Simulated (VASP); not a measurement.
# ZrC in VASP: further runs

Runs on ZrC. Level: PBEsol. Tasks: electric field gradients, density of states.

All numbers are computed with VASP 6.6.1; they aren't measurements. Logs are shortened: lines on timing, memory, paths and dates and some standing lists are left out, and cuts for length are marked.

### 1 The cell of the first run

Symmetry: Fm-3m, No. 225, cubic system. Conventional cell: a = 4.700 Å, b = 4.700 Å, c = 4.700 Å, α = 90.00°, β = 90.00°, γ = 90.00°. Zr (site symmetry m-3m) has 6 C at 2.35 Å within 3.1 Å. Within 3.1 Å of C (site symmetry m-3m) lie 6 Zr at 2.35 Å.

### 2 Electric field gradients, PBEsol

INCAR

```
SYSTEM = ZrC
ALGO     = Normal         ! electronic algorithm
EDIFF    = 1E-8           ! SCF threshold, eV
ENCUT    = 520            ! plane-wave cutoff, eV
GGA      = PS             ! functional
ISIF     = 2              ! what is computed and relaxed
ISMEAR   = -1             ! smearing method
LASPH    = .True.         ! aspherical terms in the spheres
LCHARG   = .False.        ! write CHGCAR
LEFG     = .True.       
LREAL    = .False.        ! projectors in reciprocal space
LWAVE    = .False.        ! write WAVECAR
NBANDS   = 15             ! bands
NELM     = 80             ! most SCF steps
PREC     = Accurate       ! precision mode
SIGMA    = 0.05           ! smearing width, eV
```

KPOINTS

```
k-points
0
Gamma
  15 15 15
  0 0 0
```

POSCAR

```
ZrC
1.0
    0.0000000000      2.3502100000      2.3502100000
    2.3502100000      0.0000000000      2.3502100000
    2.3502100000      2.3502100000      0.0000000000
Zr C
1 1
Direct
    0.5000000000      0.5000000000      0.5000000000
    0.0000000000      0.0000000000      0.0000000000
```

Potentials or basis: VASP PAW PBE potentials, release 64 (Zr_sv, C).

Run with:

```sh
$ cat potpaw_PBE.64/Zr_sv/POTCAR potpaw_PBE.64/C/POTCAR > POTCAR
$ mpirun -np 1 vasp_std > vasp.out
```

OUTCAR:

```text
SYSTEM = ZrC
   EDIFF = 1E-8
   ENCUT = 520
   GGA = PS
   ISIF = 2
   ISMEAR = -1
   LASPH = .True.
   LREAL = .False.
   NELM = 80
   PREC = Accurate

 ion  position               nearest neighbor table
   1  0.500  0.500  0.500-   2 2.35   2 2.35   2 2.35   2 2.35   2 2.35   2 2.35
   2  0.000  0.000  0.000-   1 2.35   1 2.35   1 2.35   1 2.35   1 2.35   1 2.35

  LATTYP: Found a face centered cubic cell.
 ALAT       =     4.7004200000

  Lattice vectors:

 A1 = (   0.0000000000,   2.3502100000,   2.3502100000)
 A2 = (   2.3502100000,   0.0000000000,   2.3502100000)
 A3 = (   2.3502100000,   2.3502100000,   0.0000000000)

Analysis of symmetry for initial positions (statically):
=====================================================================
 Subroutine PRICEL returns:
 Original cell was already a primitive cell.

 Routine SETGRP: Setting up the symmetry group for a
 face centered cubic supercell.

 Subroutine GETGRP returns: Found 48 space group operations
 (whereof 48 operations were pure point group operations)
 out of a pool of 48 trial point group operations.

The static configuration has the point symmetry O_h .

Analysis of symmetry for dynamics (positions and initial velocities):
=====================================================================
 Subroutine PRICEL returns:
 Original cell was already a primitive cell.

 Routine SETGRP: Setting up the symmetry group for a
 face centered cubic supercell.

 Subroutine GETGRP returns: Found 48 space group operations
 (whereof 48 operations were pure point group operations)
 out of a pool of 48 trial point group operations.

The dynamic configuration has the point symmetry O_h .

 Subroutine INISYM returns: Found 48 space group operations
 (whereof 48 operations are pure point group operations),
 and found     1 'primitive' translations

----------------------------------------------------------------------------------------

                                     Primitive cell

  volume of cell :      25.9627

  direct lattice vectors                    reciprocal lattice vectors
     0.000000000  2.350210000  2.350210000    -0.212746946  0.212746946  0.212746946
     2.350210000  0.000000000  2.350210000     0.212746946 -0.212746946  0.212746946
     2.350210000  2.350210000  0.000000000     0.212746946  0.212746946 -0.212746946

  length of vectors
     3.323698856  3.323698856  3.323698856     0.368488520  0.368488520  0.368488520

  position of ions in fractional coordinates (direct lattice)
     0.500000000  0.500000000  0.500000000
     0.000000000  0.000000000  0.000000000

  ion indices of the primitive-cell ions
   primitive index   ion index
                 1           1
                 2           2

----------------------------------------------------------------------------------------

 KPOINTS: k-points

Automatic generation of k-mesh.
 Grid dimensions read from file:
 generate k-points for:   15   15   15

 Generating k-lattice:

  Cartesian coordinates                     Fractional coordinates (reciprocal lattice)
    -0.014183130  0.014183130  0.014183130     0.066666667  0.000000000  0.000000000
     0.014183130 -0.014183130  0.014183130     0.000000000  0.066666667  0.000000000
     0.014183130  0.014183130 -0.014183130     0.000000000  0.000000000  0.066666667

  Length of vectors
     0.024565901  0.024565901  0.024565901

  Shift w.r.t. Gamma in fractional coordinates (k-lattice)
     0.000000000  0.000000000  0.000000000

 Subroutine IBZKPT returns following result:
 ===========================================

 Found    120 irreducible k-points:

 Following reciprocal coordinates:
            Coordinates               Weight
  0.000000  0.000000  0.000000      1.000000
  0.066667  0.000000  0.000000      8.000000
  0.133333  0.000000  0.000000      8.000000
  0.200000  0.000000  0.000000      8.000000
  0.266667  0.000000  0.000000      8.000000
  0.333333  0.000000  0.000000      8.000000
[... 16 lines left out ...]
  0.133333  0.133333  0.000000      6.000000
  0.200000  0.133333  0.000000     24.000000
 [... further k-points ...]
   k-points           NKPTS =    120   k-points in BZ     NKDIM =    120   number of bands    NBANDS=     15
   number of dos      NEDOS =    301   number of ions     NIONS =      2
   total plane-waves  NPLWV =  21952
   dimension x,y,z NGX =    28 NGY =   28 NGZ =   28
   dimension x,y,z NGXF=    56 NGYF=   56 NGZF=   56
   ions per type =               1   1
   NGX,Y,Z   is equivalent  to a cutoff of  14.01, 14.01, 14.01 a.u.
   NGXF,Y,Z  is equivalent  to a cutoff of  28.01, 28.01, 28.01 a.u.
 SYSTEM =  ZrC
   PREC   = accura    normal or accurate (medium, high low for compatibility)
   ISTART =      0    job   : 0-new  1-cont  2-samecut
   ICHARG =      2    charge: 1-file 2-atom 10-const
   ISPIN  =      1    spin polarized calculation?
   LNONCOLLINEAR =      F non collinear calculations
   LSORBIT =      F    spin-orbit coupling
   LASPH  =      T    aspherical Exc in radial PAW
   ENCUT  =  520.0 eV  38.22 Ry    6.18 a.u.   6.18  6.18  6.18*2*pi/ulx,y,z
   NELM   =     80;   NELMIN=  2; NELMDL= -5     # of ELM steps
   EDIFF  = 0.1E-07   stopping-criterion for ELM
   LREAL  =      F    real-space projection
   EDIFFG = 0.1E-06   stopping-criterion for IOM
   NSW    =      0    number of steps for IOM
   IBRION =     -1    ionic relax: 0-MD 1-quasi-New 2-CG
   NFREE  =      0    steps in history (QN), initial steepest desc. (CG)
   ISIF   =      2    stress and relaxation
   ISYM   =      2    0-nonsym 1-usesym 2-fastsym
   POTIM  = 0.5000    time-step for ionic-motion
   TEBEG  =    0.0;   TEEND  =   0.0 temperature during run
   PSTRESS=    0.0 pullay stress
   NELECT =      16.0000    total number of electrons
   NUPDOWN=      -1.0000    fix difference up-down
   EMIN   =  10.00;   EMAX   =-10.00  energy-range for DOS
   EFERMI =   0.00;   METHOD = LEGACY
   ISMEAR =    -1;   SIGMA  =   0.05  broadening in eV -4-tet -1-fermi 0-gaus
   EFERMI_NEDOS =   21; number of points for ismear=-14 and -15
   IALGO  =     38    algorithm
   IMIX   =      4    mixing-type and parameters
     AMIX     =   0.40;   BMIX     =  1.00
     AMIX_MAG =   1.60;   BMIX_MAG =  1.00
  volume/ion in A,a.u.               =      12.98        87.60
  Fermi-wavevector in a.u.,A,eV,Ry     =   1.393151  2.632673 26.407131  1.940869
  Thomas-Fermi vector in A             =   2.516825
   LORBIT       =      0    0 simple, 1 ext, 2 COOP (PROOUT), +10 PAW based schemes
   GGA     = PS    functional components
   LHFCALC =     F    Hartree Fock is set to
   AEXX    =    0.0000 exact exchange contribution
   IVDW    =     0    specifies the selected vdW correction
   LEPSILON=     F    determine dielectric tensor
   LRPA    =     F    only Hartree local field effects (RPA)
 non-spin polarized calculation
  energy-cutoff  :      520.00
  volume of cell :       25.96
 maximum number of plane-waves:       725
 NGX is ok and might be reduce to    28
   NGX = 13   NGY = 13   NGZ = 13

 number of electron      16.0000000 magnetization

 Free energy of the ion-electron system (eV)
  ---------------------------------------------------
  ext. energy  EPLUGINS =         0.00000000
  ---------------------------------------------------
  free energy    TOTEN  =       -20.56814593 eV

  energy without entropy =      -20.56559839  energy(sigma->0) =      -20.56687216

 E-fermi :   9.4792     XC(G=0): -12.2799

 val. band max:        9.4638987831   @ k =   0.3333   0.2667   0.0000
 cond. band min:       9.4968019758   @ k =   0.4000   0.3333   0.0000
 fundamental gap:      0.0329031927
 Fermi energy:         9.4791753203

 k-point     1 :       0.0000    0.0000    0.0000
  band No.  band energies     occupation
      1     -38.4811      2.00000
      2     -16.2222      2.00000
      3     -16.2222      2.00000
      4     -16.2222      2.00000
      5      -1.7892      2.00000
      6      10.4438      0.00000
      7      10.4438      0.00000
      8      10.4438      0.00000
      9      10.5497      0.00000
     10      10.5497      0.00000
     11      10.5497      0.00000
     12      12.2983      0.00000
     13      12.2983      0.00000
     14      16.7850      0.00000
[... 401 lines left out ...]
      2     -16.4690      2.00000
      3     -16.2939      2.00000
      4     -16.2846      2.00000
      5      -0.9981      2.00000
      6       7.1491      2.00000
      7       8.7818      2.00000
      8       9.0432      1.99967
      9      10.0312      0.00003
     10      12.4248      0.00000
     11      12.8314      0.00000
     12      13.4663      0.00000
     13      15.3764      0.00000
     14      18.8700      0.00000
     15      22.0556      0.00000

 [... further k-points ...]

------------------------ aborting loop because EDIFF is reached ----------------------------------------

  FORCE on cell =-STRESS in cart. coord.  units (eV):
  Direction    XX          YY          ZZ          XY          YZ          ZX
  --------------------------------------------------------------------------------------
  -------------------------------------------------------------------------------------
  Total       -0.6846371     -0.6846371     -0.6846371      0.0000000      0.0000000     -0.0000000
  in kB      -42.2494441    -42.2494441    -42.2494441      0.0000000      0.0000000     -0.0000000
  external PRESSURE =     -42.2494441 kB  Pullay stress =       0.0000000 kB

 VOLUME and BASIS-vectors are now :
 -----------------------------------------------------------------------------
  energy-cutoff  :      520.00
  volume of cell :       25.96
      direct lattice vectors                 reciprocal lattice vectors
     0.000000000  2.350210000  2.350210000    -0.212746946  0.212746946  0.212746946
     2.350210000  0.000000000  2.350210000     0.212746946 -0.212746946  0.212746946
     2.350210000  2.350210000  0.000000000     0.212746946  0.212746946 -0.212746946

 POSITION                                       TOTAL-FORCE (eV/Angst)
 -----------------------------------------------------------------------------------
      2.35021      2.35021      2.35021        -0.000000      0.000000     -0.000000
      0.00000      0.00000      0.00000         0.000000     -0.000000      0.000000
 -----------------------------------------------------------------------------------
    total drift:                                0.000000      0.000000      0.000000

  FREE ENERGIE OF THE ION-ELECTRON SYSTEM (eV)
  ---------------------------------------------------
  free  energy   TOTEN  =       -20.5681459325 eV

  energy  without entropy=      -20.5655983937  energy(sigma->0) =      -20.56687216

 Electric field gradients (V/A^2)
---------------------------------------------------------------------
 ion       V_xx      V_yy      V_zz      V_xy      V_xz      V_yz
---------------------------------------------------------------------
   1       0.000     0.000    -0.000    -0.000    -0.000    -0.000
   2       0.000    -0.000     0.000    -0.000    -0.000    -0.000
---------------------------------------------------------------------

 Electric field gradients after diagonalization (V/A^2)
 (convention: |V_zz| > |V_xx| > |V_yy|)
----------------------------------------------------------------------
 ion       V_xx      V_yy      V_zz     asymmetry (V_yy - V_xx)/ V_zz
----------------------------------------------------------------------
   1       0.000     0.000    -0.000       0.000
   2       0.000     0.000    -0.000       0.000
----------------------------------------------------------------------

           NMR quadrupolar parameters

 Cq : quadrupolar parameter    Cq=e*Q*V_zz/h
 eta: asymmetry parameters     (V_yy - V_xx)/ V_zz
 Q  : nuclear electric quadrupole moment in mb (millibarn)
----------------------------------------------------------------------
 ion       Cq(MHz)       eta       Q (mb)
----------------------------------------------------------------------
   1      -0.000       0.000       1.000
   2      -0.000       0.000       1.000
----------------------------------------------------------------------
```

Wall time 40 s (1 thread of AMD EPYC 9R14 (Zen 4), shared host); peak memory 0.16 GiB.

What came out:

- Free energy: -20.5681 eV
- Pressure: -4.2 GPa
- Band gap on the k mesh: zero (band 8 reaches 10.44 eV, above the bottom of band 9 at 9.13 eV)

Levels at points of the mesh, in eV from the Fermi level:
```tsv
k point	band 5	band 6	band 7	band 8	band 9	band 10	band 11	band 12
(0.00, 0.00, 0.00)	-11.27	0.96	0.96	0.96	1.07	1.07	1.07	2.82
```

Caveat: without QUAD_EFG the Cq values of the log hold for a quadrupole moment of 1 mb, not for the nuclei; the PAW data sets were made with another functional, which shifts forces and pressure a little.

[end of part 1 of 3]
